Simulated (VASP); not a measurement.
# Lu: single point with PBE

The system is Lu.

```
Lu
1.0
    -3.05596    3.05490    1.63091
     3.05490   -3.05596    1.63091
     3.05812    3.05812   -1.63287
Lu
2
Direct
  0.99993 0.00007 0.00000
  0.75007 0.24993 0.50000
```

| Property | Result |
| --- | --- |
| Program | VASP 6.6.1 |
| Task | single point |
| Functional | PBE |
| Potentials or basis | VASP PAW PBE potentials, release 64 (Lu) |
| Cutoff | 600 eV |
| k mesh | 18 × 18 × 12 |
| Occupations | fermi-dirac, width 0.1 eV |
| Spin | no spin polarisation |
| Dipole correction | no |
| Further INCAR settings | ALGO = Normal; EDIFF = 1e-06; NBANDS = 32 |

```json
{
 "Pressure": "0.1 GPa",
 "Band gap on the k mesh": "zero (band 25 reaches 2.54 eV, above the bottom of band 26 at 1.05 eV)"
}
```

Levels at points of the mesh, in eV from the Fermi level:
```tsv
k point	band 22	band 23	band 24	band 25	band 26	band 27	band 28	band 29
(0.00, 0.00, 0.00)	-5.20	-5.19	-1.71	-0.28	0.04	1.05	3.87	3.88
(0.50, 0.00, 0.00)	-5.19	-2.06	-1.16	-0.41	0.56	0.60	1.93	2.36
(0.50, 0.50, 0.00)	-5.18	-3.29	-3.29	0.33	0.34	1.30	1.30	2.56
(0.00, 0.00, 0.50)	-5.18	-3.29	-3.29	0.34	0.34	1.30	1.30	2.56
(0.50, 0.00, 0.50)	-5.19	-2.06	-1.16	-0.42	0.56	0.60	1.93	2.35
(0.50, 0.50, 0.50)	-5.20	-2.63	-2.63	-0.15	-0.15	1.02	1.02	3.55
```

Run time: 4.7 min on 4 MPI ranks on Intel(R) Xeon(R) 6975P-C (Granite Rapids), with other jobs on the host, peak memory 1.9 GiB a rank.

Caveat: spin-orbit coupling is left out, which moves the levels of the heavy elements.
